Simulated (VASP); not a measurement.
# MgI2 (P-3m1) in VASP: further runs, part 2 of 2

VASP 6.6.1. Earlier steps stand in the parts before.

### 3 Single point, PBE+D3(BJ) (strain +0.000 along x and y, -0.040 along z)

INCAR reads:

```
ALGO = Normal
EDIFF = 1E-6
ENCUT = 520
GGA = PE
ISIF = 2
ISMEAR = 0
IVDW = 12
LASPH = True
LCHARG = True
LELF = True
LREAL = False
LVHAR = True
LWAVE = False
NBANDS = 15
NELM = 100
PREC = Accurate
SIGMA = 0.05
```

KPOINTS reads:

```
k-points
0
Gamma
  6 6 4
```

POSCAR reads:

```
MgI2
1.0
    4.1537001214      0.0000000000      0.0000000000
   -2.0768500607      3.5972098248      0.0000000000
    0.0000000000      0.0000000000      6.5875200000
Mg I
1 2
Direct
    0.0000000000      0.0000000000      0.0000000000
    0.3333333333      0.6666666667      0.7576300000
    0.6666666667      0.3333333333      0.2423700000
```

Potentials or basis: VASP PAW PBE potentials, release 64 (Mg, I).

Launch:

```
$ cat potpaw_PBE.64/Mg/POTCAR potpaw_PBE.64/I/POTCAR > POTCAR
$ mpirun -np 1 vasp_std > vasp.out
```

Run time: 28 s. Hardware: 1 thread of Intel Xeon 6975P-C, shared host; peak memory 0.24 GiB.

It converged, with:

| Item | Value |
| --- | --- |
| Free energy | -8.5987 eV |
| Pressure | 1.0 GPa |
| Largest force | 0.337 eV/Å |
| Band gap on the k mesh | 3.32 eV, indirect (least direct gap 3.58 eV) |
| Dispersion energy per atom | -0.322 eV |

Forces in eV/Å, atoms in the order of the input:
```
Mg   0.000  0.000  0.000
I    0.000  0.000 -0.337
I    0.000  0.000  0.337
```

Stress tensor (GPa, compression positive):
```
0.50 0.00 0.00
0.00 0.50 0.00
0.00 0.00 2.05
```

Levels at points of the mesh, in eV from the valence-band top:
```tsv
k point	band 4	band 5	band 6	band 7	band 8	band 9	band 10	band 11	band 12	band 13
(0.00, 0.00, 0.00)	-0.85	-0.85	-0.38	-0.38	0.00	3.58	4.40	6.36	6.36	7.51
(0.50, 0.00, 0.00)	-3.12	-2.17	-1.82	-1.15	-0.70	3.37	5.15	5.38	6.71	8.36
(0.00, 0.00, 0.50)	-1.68	-0.73	-0.73	-0.51	-0.51	4.48	4.57	6.13	6.13	7.42
(0.50, 0.00, 0.50)	-3.60	-1.61	-1.28	-1.02	-0.99	3.39	5.06	5.57	5.95	7.70
```

Caveat: the cell differs from its parent crystal (strain +0.000 along x and y, -0.040 along z); spin-orbit coupling is left out, which moves the levels of the heavy elements.

### 4 Single point, PBE+D3(BJ)

This run uses another cell than the first one, of 32.81 Å³/atom, 1.042 times its volume.

INCAR reads:

```
SYSTEM = MgI2
PREC = Accurate
ENCUT = 520
EDIFF = 1E-6
ISMEAR = 0
SIGMA = 0.05
LREAL = .False.
LASPH = .True.
NELM = 80
ALGO = Normal
ISIF = 2
LWAVE = .False.
LCHARG = .True.
GGA = PE
IVDW = 12
LELF = .True.
LVHAR = .True.
NBANDS = 15
```

KPOINTS reads:

```
Automatic mesh
0
Gamma
  6 6 4
  0 0 0
```

POSCAR is that of step 3.

Potentials or basis: VASP PAW PBE potentials, release 64 (Mg, I).

Launch:

```
$ cat potpaw_PBE.64/Mg/POTCAR potpaw_PBE.64/I/POTCAR > POTCAR
$ mpirun -np 1 vasp_std > vasp.out
```

OUTCAR:

```text
SYSTEM = MgI2
   PREC = Accurate
   ENCUT = 520
   EDIFF = 1E-6
   ISMEAR = 0
   LREAL = .False.
   LASPH = .True.
   NELM = 80
   ISIF = 2
   GGA = PE
   IVDW = 12
 IVDW          = 12

 ion  position               nearest neighbor table
   1  0.000  0.000  0.000-   2 2.88   3 2.88   2 2.88   3 2.88   3 2.88   2 2.88
   2  0.333  0.667  0.758-   1 2.88   1 2.88   1 2.88
   3  0.667  0.333  0.242-   1 2.88   1 2.88   1 2.88

  LATTYP: Found a hexagonal cell.
 ALAT       =     4.1537001214
 C/A-ratio  =     1.5859401997

  Lattice vectors:

 A1 = (   4.1537001214,   0.0000000000,   0.0000000000)
 A2 = (  -2.0768500607,   3.5972098248,   0.0000000000)
 A3 = (   0.0000000000,   0.0000000000,   6.5875200000)

Analysis of symmetry for initial positions (statically):
=====================================================================
 Subroutine PRICEL returns:
 Original cell was already a primitive cell.

 Routine SETGRP: Setting up the symmetry group for a
 hexagonal supercell.

 Subroutine GETGRP returns: Found 12 space group operations
[... 181 lines left out ...]
      6       2.5328      2.00000
      7       2.5328      2.00000
      8       2.9147      2.00000
      9       6.4941      0.00000
     10       7.3185      0.00000
     11       9.2793      0.00000
     12       9.2793      0.00000
     13      10.4267      0.00000
     14      10.7567      0.00000
[... 401 lines left out ...]
      2      -8.5892      2.00000
      3      -0.6567      2.00000
      4      -0.2907      2.00000
      5      -0.2907      2.00000
      6       0.3791      2.00000
      7       2.2521      2.00000
      8       2.2521      2.00000
      9       7.7976      0.00000
     10       8.6405      0.00000
     11       8.6405      0.00000
     12      10.1941      0.00000
     13      10.9336      0.00000
     14      11.1462      0.00000
     15      11.3932      0.00000

------------------------ aborting loop because EDIFF is reached ----------------------------------------

 Edisp (eV)   -0.96649

 E8    (eV) :    -0.4322

  FORCE on cell =-STRESS in cart. coord.  units (eV):
  Direction    XX          YY          ZZ          XY          YZ          ZX
  --------------------------------------------------------------------------------------
  -------------------------------------------------------------------------------------
  Total       0.30430     0.30430     1.25662    -0.00000     0.00000     0.00000
  in kB       4.95330     4.95330    20.45458    -0.00000     0.00000     0.00000
  external pressure =       10.12 kB  Pullay stress =        0.00 kB

 VOLUME and BASIS-vectors are now :
 -----------------------------------------------------------------------------
  energy-cutoff  :      520.00
  volume of cell :       98.43
      direct lattice vectors                 reciprocal lattice vectors
     4.153700121  0.000000000  0.000000000     0.240749205  0.138996618  0.000000000
    -2.076850061  3.597209825  0.000000000     0.000000000  0.277993236  0.000000000
     0.000000000  0.000000000  6.587520000     0.000000000  0.000000000  0.151802196

 POSITION                                       TOTAL-FORCE (eV/Angst)
 -----------------------------------------------------------------------------------
      0.00000      0.00000      0.00000         0.000000      0.000000     -0.000000
     -0.00000      2.39814      4.99090         0.000000      0.000000     -0.337096
      2.07685      1.19907      1.59662        -0.000000      0.000000      0.337096
 -----------------------------------------------------------------------------------
    total drift:                               -0.000000      0.000000     -0.000000

  FREE ENERGIE OF THE ION-ELECTRON SYSTEM (eV)
  ---------------------------------------------------
  free  energy   TOTEN  =        -8.5986717546 eV

  energy  without entropy=       -8.5986717546  energy(sigma->0) =       -8.59867175
```

stdout:

```text
POSCAR found type information on POSCAR MgI
 POSCAR found :  2 types and       3 ions
 scaLAPACK will be used
 LDA part: xc-table for (Slater+PW92), standard interpolation
 POSCAR, INCAR and KPOINTS ok, starting setup
 FFT: planning ... GRIDC
 FFT: planning ... GRID_SOFT
 FFT: planning ... GRID
 WAVECAR not read
 entering main loop
```

Run time: 29 s. Hardware: 1 thread of Intel Xeon 6975P-C, shared host; peak memory 0.23 GiB.

Results:

```
Free energy                : -8.5987 eV
Pressure                   : 1.0 GPa
Largest force              : 0.337 eV/Å
Band gap on the k mesh     : 3.32 eV, indirect (least direct gap 3.58 eV)
Dispersion energy per atom : -0.322 eV
```

Forces on the atoms (eV/Å):
```
Mg   0.000  0.000  0.000
I    0.000  0.000 -0.337
I    0.000  0.000  0.337
```

Levels at points of the mesh, in eV from the valence-band top:
```tsv
k point	band 4	band 5	band 6	band 7	band 8	band 9	band 10	band 11	band 12	band 13
(0.00, 0.00, 0.00)	-0.85	-0.85	-0.38	-0.38	0.00	3.58	4.40	6.36	6.36	7.51
(0.50, 0.00, 0.00)	-3.12	-2.17	-1.82	-1.15	-0.70	3.37	5.15	5.38	6.71	8.36
(0.00, 0.00, 0.50)	-1.68	-0.73	-0.73	-0.51	-0.51	4.48	4.57	6.13	6.13	7.42
(0.50, 0.00, 0.50)	-3.60	-1.61	-1.28	-1.02	-0.99	3.39	5.06	5.57	5.95	7.70
```

Caveat: three body term missing; spin-orbit coupling is left out, which moves the levels of the heavy elements. A k mesh can miss the band edges.
